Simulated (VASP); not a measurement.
A run of VASP 6.6.1 is set up as follows.

File INCAR:

```
SYSTEM = Be
  PREC = Accurate
  ENCUT = 520
  EDIFF = 1E-6
  ISMEAR = 1
  SIGMA = 0.1
  LREAL = .False.
  LASPH = .True.
  NELM = 80
  ALGO = Normal
  ISIF = 2
  LWAVE = .False.
  LCHARG = .False.
  GGA = PE
  NBANDS = 9
```

The input KPOINTS:

```
regular mesh
0
Gamma
  8 8 8
  0 0 0
```

File POSCAR:

```
Be
1.0
    0.0000000000      2.3101422267      2.3101422267
    2.3101422267      0.0000000000      2.3101422267
    2.3101422267      2.3101422267      0.0000000000
Be
2
Direct
    0.0000000000      0.0000000000      0.0000000000
    0.2500000000      0.2500000000      0.2500000000
```

Potentials or basis: VASP PAW PBE potentials, release 64 (Be).

Run with:

```sh
$ cat potpaw_PBE.64/Be/POTCAR > POTCAR
$ mpirun -np 1 vasp_std > vasp.out
```

What does it give for the pressure?

10.1 GPa.

Predict the band gap on the k mesh.

zero (band 2 reaches 8.15 eV, above the bottom of band 3 at 0.89 eV).
